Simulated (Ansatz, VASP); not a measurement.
# TaH: VASP beside Ansatz

```
Ta H
1.0
     6.23180    0.00000    0.00000
     0.00000    3.66981    0.00000
     0.00000    0.00000    4.76461
Ta H
4 4
Direct
  0.68060 0.25000 0.36716
  0.31940 0.75000 0.63284
  0.81940 0.75000 0.86716
  0.18060 0.25000 0.13284
  0.53559 0.25000 0.87653
  0.46441 0.75000 0.12347
  0.96441 0.75000 0.37653
  0.03559 0.25000 0.62347
```

Change from the starting cell: species swapped into the HoNi type (Pnma, No. 62).

Alike in both runs: task relaxation of cell and atoms; functional PBE; k mesh 3 × 4 × 4; occupations gaussian, width 0.2 eV; no spin polarisation.

```csv
,VASP,Ansatz
version,VASP 6.6.1,Ansatz 0.2.0
potentials or method,"VASP PAW PBE potentials, release 64 (Ta_pv, H), cutoff 600 eV","scalar-relativistic, plane waves, PAW"
valence electrons in the cell,48,56
```

```tsv
	VASP	Ansatz	Ansatz less VASP
gap on the k mesh at the Fermi level, each at its own relaxed structure (eV)	none	none	-
relaxed volume (Å³/atom)	10.19	10.33	+0.148
relaxed cell length with the largest relative difference (Å)	2.971	3.418	+0.4471
```

A gap of «none» marks a metal or a gap that the smearing closes. One of these differences is far larger than is usual between the two programs; its cause wasn't traced. VASP's potentials hold 48 valence electrons a cell and Ansatz's 56, so a difference there can come from the potentials and not from the codes.

The k mesh is coarse, so the values compare programs but aren't converged. Neither program's run includes spin-orbit coupling. Noted on VASP's run: the volume moved by over 15 % at a fixed basis, so the end points are rough.
